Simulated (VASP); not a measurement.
# Al7SiCN7 (P1) in VASP: a series of runs

The runs below take Al7SiCN7 through single point, with PBEsol, HSE06.

All numbers are computed with VASP 6.6.1; they aren't measurements. Logs are shortened: lines on timing, memory, paths and dates and some standing lists are left out, and cuts for length are marked.

### 1 The cell of the first run

The typed cell holds 96 atoms: a = 9.336 Å, b = 10.774 Å, c = 10.010 Å, α = 90.00°, β = 90.00°, γ = 90.00°.

### 2 Single point, PBEsol

Contents of INCAR:

```
ALGO = Normal
EDIFF = 1E-7
ENCUT = 520
GGA = PS
ISIF = 2
ISMEAR = -1
ISYM = 0
LASPH = True
LCHARG = True
LELF = True
LREAL = Auto
LVHAR = True
LWAVE = False
NBANDS = 246
NELM = 100
PREC = Accurate
SIGMA = 0.05
```

Contents of KPOINTS:

```
Automatic mesh
0
Gamma
  1 1 1
  0.25 0.25 0.25
```

Contents of POSCAR:

```
Al7SiCN7
1.0
    9.3360967597      0.0000000000      0.0000000000
    0.0000000000     10.7743445983      0.0000000000
    0.0000000000      0.0000000000     10.0097529822
Al Si N C
42 6 42 6
Direct
    0.1668980000      0.0851370000      0.2517170000
    0.1681240000      0.0816790000      0.7496440000
    0.9984730000      0.3327400000      0.7487560000
    0.5001270000      0.0819320000      0.2473950000
    0.4999100000      0.0844740000      0.7473560000
    0.3350680000      0.3350250000      0.2511190000
    0.3343060000      0.3318740000      0.7497530000
    0.1675270000      0.5852700000      0.2510060000
    0.1636670000      0.5811340000      0.7461110000
    0.9997450000      0.8330100000      0.2424650000
    0.0000640000      0.8337100000      0.7518010000
    0.8346050000      0.0819560000      0.2495090000
    0.8285980000      0.0828650000      0.7409970000
    0.6690060000      0.3344920000      0.7508180000
    0.5013850000      0.5857180000      0.2511770000
    0.3339640000      0.8290590000      0.2497120000
    0.3322280000      0.8362240000      0.7464090000
    0.8329760000      0.5843030000      0.2512960000
    0.8357350000      0.5825570000      0.7496110000
    0.6673750000      0.8312610000      0.2497490000
    0.6658050000      0.8358380000      0.7497770000
    0.0008760000      0.1640920000      0.5019030000
    0.9987140000      0.1686530000      0.9958280000
    0.3353210000      0.1641440000      0.5019270000
    0.1719370000      0.4171230000      0.4996140000
    0.1641960000      0.4168420000      0.9995800000
    0.9998700000      0.6681280000      0.4982320000
    0.0023950000      0.6679110000      0.9995650000
    0.6662220000      0.1631350000      0.4973530000
    0.4999810000      0.4161010000      0.4970720000
    0.5015380000      0.4190810000      0.9975510000
    0.3300220000      0.6687570000      0.9938360000
    0.1633970000      0.9162740000      0.4962200000
    0.1706970000      0.9160980000      0.0032520000
    0.8320810000      0.4152360000      0.4947310000
    0.8357320000      0.4164310000      0.9977170000
    0.6666620000      0.6663300000      0.4999480000
    0.6679060000      0.6671160000      0.9945240000
    0.5026480000      0.9154350000      0.4986690000
    0.4987540000      0.9142160000      0.0019050000
    0.8346990000      0.9171130000      0.4968860000
    0.8315130000      0.9154570000      0.9994060000
    0.0005310000      0.3300620000      0.2527530000
    0.6670900000      0.3315190000      0.2443610000
    0.5004950000      0.5834350000      0.7428000000
    0.3349810000      0.1696430000      0.0024630000
    0.6664720000      0.1729930000      0.9947710000
    0.3371190000      0.6655740000      0.4962130000
    0.0022570000      0.1774510000      0.1880540000
    0.0039840000      0.1662120000      0.6953060000
    0.3341290000      0.1698520000      0.1800550000
    0.3313360000      0.1668510000      0.6918410000
    0.1550290000      0.4100220000      0.1946350000
    0.1678640000      0.4139850000      0.6884000000
    0.9983470000      0.6609230000      0.1923730000
    0.0001630000      0.6659860000      0.6864030000
    0.6655800000      0.1745920000      0.1804690000
    0.5104060000      0.4112140000      0.1909790000
    0.4976020000      0.4261540000      0.6922330000
    0.3396240000      0.6633000000      0.6838950000
    0.1700680000      0.9217110000      0.1947100000
    0.1670390000      0.9172930000      0.6854290000
    0.8367760000      0.4061920000      0.1981570000
    0.8357070000      0.4186020000      0.6830810000
    0.6703110000      0.6634730000      0.1842020000
    0.6594920000      0.6629140000      0.6955580000
    0.5010190000      0.9176130000      0.1907120000
    0.4982650000      0.9162280000      0.6890710000
    0.8299910000      0.9173270000      0.1883080000
    0.8328570000      0.9121900000      0.6886530000
    0.1707940000      0.0848850000      0.4394790000
    0.1803420000      0.0910880000      0.9453880000
    0.0047670000      0.3360650000      0.4297570000
    0.0020940000      0.3340460000      0.9388150000
    0.4946680000      0.0810600000      0.4331520000
    0.4969320000      0.0910100000      0.9509640000
    0.3340870000      0.3294940000      0.4390210000
    0.3321270000      0.3261870000      0.9460450000
    0.1744310000      0.5871740000      0.4472820000
    0.1673440000      0.5781630000      0.9334400000
    0.0012430000      0.8303540000      0.4348150000
    0.8219070000      0.0878360000      0.9460530000
    0.6650740000      0.3336590000      0.4211260000
    0.4974630000      0.5839300000      0.9211790000
    0.3318330000      0.8252250000      0.4465150000
    0.3361520000      0.8369220000      0.9339310000
    0.8346080000      0.5821280000      0.4399190000
    0.8349280000      0.5814520000      0.9396200000
    0.6674490000      0.8307380000      0.4398600000
    0.6621440000      0.8348080000      0.9389500000
    0.6611360000      0.1705140000      0.6878730000
    0.3336480000      0.6624490000      0.1829840000
    0.0026740000      0.8369690000      0.9433040000
    0.8360510000      0.0848230000      0.4368310000
    0.6674380000      0.3310060000      0.9452930000
    0.4945050000      0.5855140000      0.4451570000
```

Potentials or basis: VASP PAW PBE potentials, release 64 (Al, Si, N, C).

Run with:

```
> cat potpaw_PBE.64/Al/POTCAR potpaw_PBE.64/Si/POTCAR potpaw_PBE.64/N/POTCAR potpaw_PBE.64/C/POTCAR > POTCAR
> mpirun -np 1 vasp_std > vasp.out
```

OUTCAR:

```text
EDIFF = 1E-7
   ENCUT = 520
   GGA = PS
   ISIF = 2
   ISMEAR = -1
   ISYM = 0
   LASPH = True
   LREAL = Auto
   NELM = 100
   PREC = Accurate

 ion  position               nearest neighbor table
   1  0.167  0.085  0.252-  61 1.85  71 1.88  49 1.94  51 1.95  33 3.05  43 3.06  22 3.07  24 3.08
                            34 3.08  46 3.08  12 3.10   4 3.11   6 3.12  10 3.13  23 3.14  16 3.17
   2  0.168  0.082  0.750-  50 1.86  52 1.87  62 1.88  72 1.97  17 3.06  24 3.06  22 3.06  23 3.07
                             5 3.10  11 3.10  33 3.10  34 3.10   7 3.11  46 3.12   3 3.13  13 3.17
   3  0.998  0.333  0.749-  50 1.87  64 1.90  74 1.90  54 1.91  23 3.04  36 3.05  22 3.07  14 3.08
                            26 3.09   9 3.09  19 3.09  25 3.11  35 3.11  13 3.13   2 3.13   7 3.14
   4  0.500  0.082  0.247-  67 1.86  75 1.86  51 1.94  57 1.96  46 3.05  40 3.05  29 3.07  39 3.09
                            24 3.11  44 3.11   1 3.11  20 3.12  12 3.12  47 3.13   6 3.13  16 3.14
   5  0.500  0.084  0.747-  91 1.87  52 1.89  68 1.90  76 2.04  24 3.02  29 3.06  13 3.07  47 3.08
                             7 3.08  39 3.08  21 3.09   2 3.10  17 3.10  46 3.12  14 3.12  40 3.14
   6  0.335  0.335  0.251-  77 1.88  51 1.92  58 1.93  53 1.95  30 3.03  25 3.05  46 3.06  44 3.10
                            26 3.11  31 3.11  24 3.11  15 3.12   1 3.12   8 3.12  43 3.12   4 3.13
   7  0.334  0.332  0.750-  52 1.87  54 1.89  59 1.92  78 1.97  25 3.07  24 3.07  46 3.07  31 3.08
                             5 3.08  30 3.10  26 3.10   2 3.11   9 3.12  45 3.12  14 3.12   3 3.14
   8  0.168  0.585  0.251-  55 1.87  92 1.89  79 1.97  53 1.97  48 3.05  16 3.05  27 3.06  25 3.08
                            28 3.08  10 3.10  26 3.10  15 3.12   6 3.12  32 3.12  18 3.12  43 3.16
   9  0.164  0.581  0.746-  80 1.88  56 1.88  54 1.89  60 1.97  25 3.04  27 3.06  19 3.06  32 3.07
[... 125 lines left out ...]
  95  0.667  0.331  0.945-  47 1.77  31 1.89  36 1.90  14 1.95
  96  0.495  0.586  0.445-  48 1.78  30 1.90  37 1.91  15 1.94

IMPORTANT INFORMATION: All symmetrisations will be switched off!
NOSYMM: (Re-)initialisation of all symmetry stuff for point group C_1.

----------------------------------------------------------------------------------------

                                     Primitive cell

  volume of cell :    1006.8843

  direct lattice vectors                    reciprocal lattice vectors
     9.336096760  0.000000000  0.000000000     0.107111144  0.000000000  0.000000000
     0.000000000 10.774344598  0.000000000     0.000000000  0.092813070  0.000000000
     0.000000000  0.000000000 10.009752982     0.000000000  0.000000000  0.099902565

  length of vectors
     9.336096760 10.774344598 10.009752982     0.107111144  0.092813070  0.099902565

  position of ions in fractional coordinates (direct lattice)
     0.166898000  0.085137000  0.251717000
     0.168124000  0.081679000  0.749644000
     0.998473000  0.332740000  0.748756000
     0.500127000  0.081932000  0.247395000
     0.499910000  0.084474000  0.747356000
[... 256 lines left out ...]
   ISMEAR =    -1;   SIGMA  =   0.05  broadening in eV -4-tet -1-fermi 0-gaus
   EFERMI_NEDOS =   21; number of points for ismear=-14 and -15
   IALGO  =     38    algorithm
   IMIX   =      4    mixing-type and parameters
     AMIX     =   0.40;   BMIX     =  1.00
     AMIX_MAG =   1.60;   BMIX_MAG =  1.00
  volume/ion in A,a.u.               =      10.49        70.78
  Fermi-wavevector in a.u.,A,eV,Ry     =   1.187204  2.243490 19.176780  1.409454
  Thomas-Fermi vector in A             =   2.323360
   LORBIT       =      0    0 simple, 1 ext, 2 COOP (PROOUT), +10 PAW based schemes
   GGA     = PS    functional components
   LHFCALC =     F    Hartree Fock is set to
   AEXX    =    0.0000 exact exchange contribution
   IVDW    =     0    specifies the selected vdW correction
   LEPSILON=     F    determine dielectric tensor
   LRPA    =     F    only Hartree local field effects (RPA)
 non-spin polarized calculation
  energy-cutoff  :      520.00
  volume of cell :     1006.88
 maximum number of plane-waves:     27105
 NGX is ok and might be reduce to    70
   NGX = 35   NGY = 41   NGZ = 37

 number of electron     383.9999998 magnetization

 Free energy of the ion-electron system (eV)
  ---------------------------------------------------
  ext. energy  EPLUGINS =         0.00000000
  ---------------------------------------------------
  free energy    TOTEN  =      -743.90919591 eV

  energy without entropy =     -743.90919591  energy(sigma->0) =     -743.90919591

 E-fermi :   8.6751     XC(G=0): -11.1373

 val. band max:        7.4892264305   @ k =   0.2500   0.2500   0.2500
 cond. band min:      10.7022589628   @ k =   0.2500   0.2500   0.2500
 fundamental gap:      3.2130325324
 Fermi energy:         8.6751130641

 k-point     1 :       0.2500    0.2500    0.2500
  band No.  band energies     occupation
      1      -9.8544      2.00000
      2      -9.5214      2.00000
      3      -9.3137      2.00000
      4      -8.9293      2.00000
      5      -8.6535      2.00000
      6      -8.4971      2.00000
[... 817 lines left out ...]
    203      11.6470      0.00000
    204      11.6880      0.00000
 [bands above 204 left out]

------------------------ aborting loop because EDIFF is reached ----------------------------------------

  FORCE on cell =-STRESS in cart. coord.  units (eV):
  Direction    XX          YY          ZZ          XY          YZ          ZX
  --------------------------------------------------------------------------------------
  -------------------------------------------------------------------------------------
  Total        0.1692378      0.4511419      0.3860675      0.8036842      0.0079071     -1.6078784
  in kB        0.2692951      0.7178673      0.6143194      1.2788407      0.0125819     -2.5584929
  external PRESSURE =       0.5338272 kB  Pullay stress =       0.0000000 kB

 VOLUME and BASIS-vectors are now :
 -----------------------------------------------------------------------------
  energy-cutoff  :      520.00
  volume of cell :     1006.88
      direct lattice vectors                 reciprocal lattice vectors
     9.336096760  0.000000000  0.000000000     0.107111144  0.000000000  0.000000000
     0.000000000 10.774344598  0.000000000     0.000000000  0.092813070  0.000000000
     0.000000000  0.000000000 10.009752982     0.000000000  0.000000000  0.099902565

 POSITION                                       TOTAL-FORCE (eV/Angst)
 -----------------------------------------------------------------------------------
      1.55818      0.91730      2.51962         0.005022      0.015264     -0.005091
      1.56962      0.88004      7.50375         0.016128      0.003431      0.008440
      9.32184      3.58506      7.49486         0.003335      0.011794      0.009139
      4.66923      0.88276      2.47636         0.000683      0.014887     -0.007774
      4.66721      0.91015      7.48085        -0.015432     -0.008171      0.011664
      3.12823      3.60967      2.51364         0.003369      0.009999     -0.008971
[... 88 lines left out ...]
      6.23127      3.56637      9.46215         0.000934      0.028118     -0.010322
      4.61675      6.30853      4.45591         0.016715     -0.011400     -0.007209
 -----------------------------------------------------------------------------------
    total drift:                               -0.011673      0.009628      0.010834

  FREE ENERGIE OF THE ION-ELECTRON SYSTEM (eV)
  ---------------------------------------------------
  free  energy   TOTEN  =      -743.9091959065 eV

  energy  without entropy=     -743.9091959064  energy(sigma->0) =     -743.90919591
```

Wall time 40 min (1 thread of Intel Xeon Platinum 8259CL at 2.50GHz (Skylake/Cascade Lake), shared host); peak memory 1.3 GiB.

Results:

```
Free energy            : -743.9092 eV
Pressure               : 0.1 GPa
Largest force          : 0.044 eV/Å
Band gap on the k mesh : 3.21 eV
```

Forces on the atoms (eV/Å):
```
Al   0.005  0.015 -0.005
Al   0.016  0.003  0.008
Al   0.003  0.012  0.009
Al   0.001  0.015 -0.008
Al  -0.015 -0.008  0.012
Al   0.003  0.010 -0.009
Al   0.000  0.005  0.007
Al  -0.004 -0.008  0.008
Al   0.009  0.002 -0.002
Al   0.006 -0.006 -0.004
Al   0.005 -0.007 -0.010
Al  -0.003  0.007 -0.027
Al   0.010  0.003  0.012
Al   0.006  0.023  0.004
Al   0.011 -0.013 -0.008
Al  -0.001  0.000  0.007
Al  -0.004 -0.014 -0.002
Al  -0.005 -0.007  0.003
Al  -0.005  0.008 -0.002
Al   0.003 -0.006 -0.004
Al   0.002 -0.004  0.004
Al   0.019  0.013  0.005
Al  -0.004 -0.004 -0.005
Al  -0.001  0.009  0.006
Al  -0.003 -0.007  0.003
Al   0.000 -0.013  0.006
Al  -0.002 -0.012  0.001
Al  -0.001 -0.028  0.006
Al  -0.021  0.008 -0.006
Al   0.002 -0.020  0.007
Al  -0.020  0.012  0.006
Al  -0.001  0.002 -0.011
Al   0.003  0.002 -0.011
Al   0.018  0.012  0.007
Al  -0.003 -0.004 -0.002
Al   0.013 -0.010 -0.001
Al   0.013 -0.009  0.005
Al  -0.008 -0.010 -0.002
Al  -0.009 -0.001 -0.006
Al   0.001  0.014  0.008
Al  -0.004 -0.018 -0.005
Al  -0.023  0.018 -0.001
Si  -0.001  0.003 -0.011
Si   0.013  0.001 -0.015
Si   0.001  0.003 -0.007
Si   0.001  0.005 -0.008
Si  -0.016 -0.023  0.006
Si  -0.014  0.003  0.006
N    0.001 -0.031  0.000
N   -0.006 -0.010 -0.002
N   -0.003 -0.006  0.022
N    0.004 -0.010 -0.004
N    0.022  0.007 -0.005
N   -0.010  0.002 -0.004
N    0.003  0.017 -0.012
N    0.004  0.013 -0.001
N   -0.001 -0.029  0.006
N   -0.026  0.035 -0.006
N    0.006 -0.029 -0.013
N   -0.024  0.013  0.008
N    0.003 -0.007 -0.006
N   -0.007 -0.006  0.003
N   -0.002  0.013 -0.006
N   -0.003 -0.001  0.010
N   -0.008  0.002  0.001
N    0.022  0.015 -0.008
N    0.001 -0.009 -0.004
N    0.001  0.001  0.002
N   -0.001 -0.001 -0.004
N    0.003 -0.003  0.004
N    0.000 -0.008  0.006
N   -0.017 -0.015 -0.014
N    0.000 -0.006  0.036
N   -0.001  0.005 -0.011
N   -0.003  0.001  0.008
N    0.012 -0.022 -0.011
N    0.002 -0.002  0.012
N    0.001  0.017 -0.015
N   -0.014  0.000 -0.002
N   -0.004  0.018  0.002
N   -0.004  0.006  0.009
N    0.019 -0.034 -0.015
N    0.000 -0.009  0.041
N    0.002  0.006  0.021
N   -0.002  0.029 -0.001
N   -0.005 -0.008 -0.003
N   -0.004  0.010  0.006
N    0.003  0.009 -0.004
N    0.009  0.011  0.003
N    0.003  0.004 -0.005
C   -0.003  0.004  0.003
C    0.008 -0.008  0.005
C    0.006  0.004 -0.013
C    0.001  0.011  0.005
C    0.001  0.028 -0.010
C    0.017 -0.011 -0.007
```

Caveat: the PAW data sets were made with another functional, which shifts forces and pressure a little; a shifted mesh leaves out Γ, where band edges can lie.

(Continued in part 2 of 2.)
